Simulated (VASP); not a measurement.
# BN (P6_3/mmc) in VASP: phonons with PBE+D3(BJ)

Aim: the phonons of BN with PBE+D3(BJ).

Everything below comes from runs of VASP 6.6.1. Logs are shortened: lines on timing, memory, paths and dates and some standing lists are left out, and cuts for length are marked.

## Step 1: The cell of the first run

The structure is hexagonal, space group P6_3/mmc (No. 194). Conventional cell: a = 2.507 Å, b = 2.507 Å, c = 6.618 Å, α = 90.00°, β = 90.00°, γ = 120.00°. Within 1.9 Å of B (site symmetry -6m2) lie 3 N at 1.45 Å. Within 1.9 Å of N (site symmetry -6m2) lie 3 B at 1.45 Å.

## Step 2: Phonons, PBE+D3(BJ)

INCAR

```
ALGO = Normal
EDIFF = 1E-8
ENCUT = 520
GGA = PE
IBRION = 6
ISIF = 2
ISMEAR = 0
IVDW = 12
LASPH = True
LCHARG = False
LREAL = False
LWAVE = False
NBANDS = 16
NELM = 80
NFREE = 2
NSW = 1
POTIM = 0.015
PREC = Accurate
SIGMA = 0.01
```

KPOINTS

```
k-points
0
Gamma
  12 12 4
```

POSCAR

```
BN
1.0
    2.5065041630      0.0000000000      0.0000000000
   -1.2532520815      2.1706962798      0.0000000000
    0.0000000000      0.0000000000      6.6178077263
B N
2 2
Direct
    0.3333333333      0.6666666667      0.2500000000
    0.6666666667      0.3333333333      0.7500000000
    0.3333333333      0.6666666667      0.7500000000
    0.6666666667      0.3333333333      0.2500000000
```

Potentials or basis: VASP PAW PBE potentials, release 64 (B, N).

Command:

```sh
> cat potpaw_PBE.64/B/POTCAR potpaw_PBE.64/N/POTCAR > POTCAR
> mpirun -np 1 vasp_std > vasp.out
```

OUTCAR:

```text
EDIFF = 1E-8
   ENCUT = 520
   GGA = PE
   IBRION = 6
   ISIF = 2
   ISMEAR = 0
   IVDW = 12
   LASPH = True
   LREAL = False
   NELM = 80
   NFREE = 2
   NSW = 1
   POTIM = 0.015
   PREC = Accurate
 IVDW          = 12

 ion  position               nearest neighbor table
   1  0.333  0.667  0.250-   4 1.45   4 1.45   4 1.45
   2  0.667  0.333  0.750-   3 1.45   3 1.45   3 1.45
   3  0.333  0.667  0.750-   2 1.45   2 1.45   2 1.45
   4  0.667  0.333  0.250-   1 1.45   1 1.45   1 1.45

  LATTYP: Found a hexagonal cell.
 ALAT       =     2.5065041630
 C/A-ratio  =     2.6402540335

  Lattice vectors:

 A1 = (   2.5065041630,   0.0000000000,   0.0000000000)
 A2 = (  -1.2532520815,   2.1706962798,   0.0000000000)
 A3 = (   0.0000000000,   0.0000000000,   6.6178077263)

Analysis of symmetry for initial positions (statically):
=====================================================================
 Subroutine PRICEL returns:
 Original cell was already a primitive cell.

 Routine SETGRP: Setting up the symmetry group for a
 hexagonal supercell.

 Subroutine GETGRP returns: Found 24 space group operations
 (whereof 12 operations were pure point group operations)
 out of a pool of 24 trial point group operations.

The static configuration has the point symmetry D_3d.
 The point group associated with its full space group is D_6h.

Analysis of symmetry for dynamics (positions and initial velocities):
=====================================================================
 Subroutine PRICEL returns:
 Original cell was already a primitive cell.

 Routine SETGRP: Setting up the symmetry group for a
 hexagonal supercell.

 Subroutine GETGRP returns: Found 24 space group operations
 (whereof 12 operations were pure point group operations)
 out of a pool of 24 trial point group operations.

The dynamic configuration has the point symmetry D_3d.
 The point group associated with its full space group is D_6h.

 Subroutine INISYM returns: Found 24 space group operations
 (whereof 12 operations are pure point group operations),
 and found     1 'primitive' translations

----------------------------------------------------------------------------------------

                                     Primitive cell

  volume of cell :      36.0066

  direct lattice vectors                    reciprocal lattice vectors
     2.506504163  0.000000000  0.000000000     0.398962034  0.230340838  0.000000000
    -1.253252081  2.170696280  0.000000000     0.000000000  0.460681676  0.000000000
     0.000000000  0.000000000  6.617807726     0.000000000  0.000000000  0.151107442

  length of vectors
     2.506504163  2.506504163  6.617807726     0.460681676  0.460681676  0.151107442

  position of ions in fractional coordinates (direct lattice)
     0.333333333  0.666666667  0.250000000
     0.666666667  0.333333333  0.750000000
     0.333333333  0.666666667  0.750000000
     0.666666667  0.333333333  0.250000000

  ion indices of the primitive-cell ions
   primitive index   ion index
                 1           1
                 2           2
                 3           3
                 4           4

----------------------------------------------------------------------------------------

 KPOINTS: k-points

Automatic generation of k-mesh.
 Grid dimensions read from file:
 generate k-points for:   12   12    4

 Generating k-lattice:

  Cartesian coordinates                     Fractional coordinates (reciprocal lattice)
     0.033246836  0.019195070  0.000000000     0.083333333  0.000000000  0.000000000
     0.000000000  0.038390140  0.000000000     0.000000000  0.083333333  0.000000000
     0.000000000  0.000000000  0.037776861     0.000000000  0.000000000  0.250000000

  Length of vectors
     0.038390140  0.038390140  0.037776861

  Shift w.r.t. Gamma in fractional coordinates (k-lattice)
     0.000000000  0.000000000  0.000000000

[... 34 lines left out ...]
   total plane-waves  NPLWV =  20000
   dimension x,y,z NGX =    20 NGY =   20 NGZ =   50
   dimension x,y,z NGXF=    40 NGYF=   40 NGZF=  100
   ions per type =               2   2
   NGX,Y,Z   is equivalent  to a cutoff of  13.27, 13.27, 12.56 a.u.
   NGXF,Y,Z  is equivalent  to a cutoff of  26.53, 26.53, 25.12 a.u.
 SYSTEM =  unknown system
   PREC   = accura    normal or accurate (medium, high low for compatibility)
   ISTART =      0    job   : 0-new  1-cont  2-samecut
   ICHARG =      2    charge: 1-file 2-atom 10-const
   ISPIN  =      1    spin polarized calculation?
   LNONCOLLINEAR =      F non collinear calculations
   LSORBIT =      F    spin-orbit coupling
   LASPH  =      T    aspherical Exc in radial PAW
   ENCUT  =  520.0 eV  38.22 Ry    6.18 a.u.   4.66  4.66 12.30*2*pi/ulx,y,z
   NELM   =     80;   NELMIN=  2; NELMDL= -5     # of ELM steps
   EDIFF  = 0.1E-07   stopping-criterion for ELM
   LREAL  =      F    real-space projection
   EDIFFG = 0.1E-06   stopping-criterion for IOM
   NSW    =     85    number of steps for IOM
   IBRION =      6    ionic relax: 0-MD 1-quasi-New 2-CG
   NFREE  =      2    steps in history (QN), initial steepest desc. (CG)
   ISIF   =      2    stress and relaxation
   ISYM   =      2    0-nonsym 1-usesym 2-fastsym
   POTIM  = 0.0150    time-step for ionic-motion
   TEBEG  =    0.0;   TEEND  =   0.0 temperature during run
   PSTRESS=    0.0 pullay stress
   NELECT =      16.0000    total number of electrons
   NUPDOWN=      -1.0000    fix difference up-down
   EMIN   =  10.00;   EMAX   =-10.00  energy-range for DOS
   EFERMI =   0.00;   METHOD = LEGACY
   ISMEAR =     0;   SIGMA  =   0.01  broadening in eV -4-tet -1-fermi 0-gaus
   EFERMI_NEDOS =   21; number of points for ismear=-14 and -15
   IALGO  =     38    algorithm
   IMIX   =      4    mixing-type and parameters
     AMIX     =   0.40;   BMIX     =  1.00
     AMIX_MAG =   1.60;   BMIX_MAG =  1.00
  volume/ion in A,a.u.               =       9.00        60.75
  Fermi-wavevector in a.u.,A,eV,Ry     =   1.249264  2.360767 21.234081  1.560661
  Thomas-Fermi vector in A             =   2.383313
   LORBIT       =      0    0 simple, 1 ext, 2 COOP (PROOUT), +10 PAW based schemes
   GGA     = PE    functional components
   LHFCALC =     F    Hartree Fock is set to
   AEXX    =    0.0000 exact exchange contribution
   IVDW    =    12    specifies the selected vdW correction
   LEPSILON=     F    determine dielectric tensor
   LRPA    =     F    only Hartree local field effects (RPA)
 finite differences with symmetry
 non-spin polarized calculation
 Gauss-broadening in eV      SIGMA  =   0.01
  energy-cutoff  :      520.00
  volume of cell :       36.01
 maximum number of plane-waves:       992
 NGX is ok and might be reduce to    20
   NGX =  9   NGY =  9   NGZ = 25

--------------------------------------- Ionic step        1  -------------------------------------------

 number of electron      15.9999997 magnetization

 Free energy of the ion-electron system (eV)
  ---------------------------------------------------
  ext. energy  EPLUGINS =         0.00000000
  ---------------------------------------------------
  free energy    TOTEN  =       -35.15190862 eV

  energy without entropy =      -35.15190862  energy(sigma->0) =      -35.15190862

------------------------ aborting loop because EDIFF is reached ----------------------------------------

 Edisp (eV)   -0.56579

 E8    (eV) :    -0.1658
[... 327 lines left out ...]
--------------------------------------- Ionic step        9  -------------------------------------------

 number of electron      15.9999998 magnetization

 Free energy of the ion-electron system (eV)
  ---------------------------------------------------
  ext. energy  EPLUGINS =         0.00000000
  ---------------------------------------------------
  free energy    TOTEN  =       -35.15037484 eV

  energy without entropy =      -35.15037484  energy(sigma->0) =      -35.15037484

 E-fermi :   2.4178     XC(G=0): -10.0864

 val. band max:        2.2874238614   @ k =   0.3333   0.3333   0.5000
 cond. band min:       6.5534351029   @ k =   0.5000  -0.0000   0.0000
 fundamental gap:      4.2660112415
 Fermi energy:         2.4177878013

 k-point     1 :       0.0000    0.0000    0.0000
  band No.  band energies     occupation
      1     -15.4964      2.00000
      2     -15.1939      2.00000
      3      -3.9258      2.00000
      4      -1.7624      2.00000
      5       0.9545      2.00000
      6       0.9545      2.00000
[... 433 lines left out ...]
      3      -4.5926      2.00000
      4      -4.5323      2.00000
      5      -1.2872      2.00000
      6      -1.2420      2.00000
[... 8 lines left out ...]
     15      19.0880      0.00000
     16      20.8158      0.00000

 [... further k-points ...]

------------------------ aborting loop because EDIFF is reached ----------------------------------------

 Edisp (eV)   -0.56580

 E8    (eV) :    -0.1658
[... 27 lines left out ...]
  FREE ENERGIE OF THE ION-ELECTRON SYSTEM (eV)
  ---------------------------------------------------
  free  energy   TOTEN  =       -35.7161703585 eV

  energy  without entropy=      -35.7161703585  energy(sigma->0) =      -35.71617036

 INTERNAL STRAIN TENSORS FROM DISPLACED ATOMS
 ============================================

 INTERNAL STRAIN TENSOR FOR ION    1 for displacements in x,y,z  (eV/Angst):
          X           Y           Z          XY          YZ          ZX
  --------------------------------------------------------------------------------
  x     0.00000     0.00000     0.00000   -12.33050     0.00000     0.00000
  y   -12.33050    12.33050    -0.00000     0.00000     0.00000     0.00000
  z     0.00000    -0.00000     0.00000     0.00000     0.00000     0.00000

 INTERNAL STRAIN TENSOR FOR ION    4 for displacements in x,y,z  (eV/Angst):
          X           Y           Z          XY          YZ          ZX
  --------------------------------------------------------------------------------
  x     0.00000    -0.00000     0.00000    12.50434     0.00000     0.00000
  y    12.50434   -12.50434     0.00000     0.00000     0.00000     0.00000
  z     0.00000    -0.00000     0.00000     0.00000     0.00000     0.00000

 Eigenvectors and eigenvalues of the dynamical matrix
 ----------------------------------------------------

   1 f  =   40.530514 THz   254.660733 2PiTHz 1351.952438 cm-1   167.620664 meV
             X         Y         Z           dx          dy          dz
     -0.000000  1.447131  1.654452     0.531172   -0.000001   -0.000000
      1.253252  0.723565  4.963356     0.531172   -0.000001   -0.000000
     -0.000000  1.447131  4.963356    -0.466751    0.000001    0.000000
      1.253252  0.723565  1.654452    -0.466751    0.000001   -0.000000
[... 71 lines left out ...]
  12 f/i=    0.002154 THz     0.013531 2PiTHz    0.071834 cm-1     0.008906 meV
             X         Y         Z           dx          dy          dz
     -0.000000  1.447131  1.654452    -0.000000    0.000000   -0.466702
      1.253252  0.723565  4.963356    -0.000000    0.000000   -0.466702
     -0.000000  1.447131  4.963356    -0.000000    0.000000   -0.531215
      1.253252  0.723565  1.654452    -0.000000    0.000000   -0.531215

 ELASTIC MODULI CONTR FROM IONIC RELAXATION (kBar)
 Direction    XX          YY          ZZ          XY          YZ          ZX
 --------------------------------------------------------------------------------
 XX        -345.7069    345.7069      0.0000     -0.0000      0.0000      0.0000
 YY         345.7069   -345.7069     -0.0000      0.0000     -0.0000      0.0000
 ZZ           0.0000     -0.0000     -0.0000      0.0000     -0.0000      0.0000
 XY          -0.0000      0.0000      0.0000   -345.7069     -0.0000      0.0000
 YZ           0.0000     -0.0000     -0.0000     -0.0000     -0.0000      0.0000
 ZX           0.0000      0.0000      0.0000      0.0000      0.0000      0.0000
 --------------------------------------------------------------------------------
```

It took 5.5 min on 1 thread of AMD EPYC 7R43 (Zen 3), shared host; peak memory 0.29 GiB.

Results:

| Quantity | Value |
| --- | --- |
| Highest phonon frequency at Γ, LO-TO splitting left out | 1352 cm⁻¹ |
| Dispersion energy per atom | -0.141 eV |

Phonon frequencies in cm⁻¹ (negative: imaginary):
| q point | frequencies |
| --- | --- |
| (0.000, 0.000, 0.000) | 0 0 0 46 46 118 744 796 1352 1352 1352 1352 |
